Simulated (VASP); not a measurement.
Here is a VASP 6.6.1 calculation.

Contents of INCAR:

```
SYSTEM = Mo
ALGO = Fast
EDIFF = 1E-6
ENCUT = 520
GGA = PS
ISIF = 2
ISMEAR = 0
LASPH = .TRUE.
LCHARG = .FALSE.
LREAL = .FALSE.
LWAVE = .FALSE.
NBANDS = 66
NELM = 80
PREC = Accurate
SIGMA = 0.15
```

KPOINTS

```
k-points
0
G
  12 12 12
  0 0 0
```

Contents of POSCAR:

```
Mo
1.0
   -3.1420000000     -3.1420000000      3.1420000000
   -3.1420000000      3.1420000000     -3.1420000000
    3.1420000000     -3.1420000000     -3.1420000000
Mo
8
Direct
    0.5190961171      0.5190961171      0.5000000000
    0.0000000000      0.5000000000      0.5000000000
    0.5000000000      0.0000000000      0.5000000000
    0.0000000000      0.0000000000      0.5000000000
    0.5000000000      0.5000000000      0.0000000000
    0.0000000000      0.5000000000      0.0000000000
    0.5000000000      0.0000000000      0.0000000000
    0.0000000000      0.0000000000      0.0000000000
```

Potentials or basis: VASP PAW PBE potentials, release 64 (Mo_sv).

The run is started by

```bash
$ cat potpaw_PBE.64/Mo_sv/POTCAR > POTCAR
$ mpirun -np 1 vasp_std > vasp.out
```

(1) Predict the pressure.

(2) What does it give for the band gap on the k mesh?

(3) Estimate the largest force.

Results:

(1) -2.3 GPa.

(2) zero (bands 56 and 57 overlap by 2.26 eV).

(3) 1.519 eV/Å.

Caveat: the cell differs from its parent crystal (atom 1 (Mo) moved -0.120 Å along Cartesian [1 0 0]); the PAW data sets were made with another functional, which shifts forces and pressure a little.
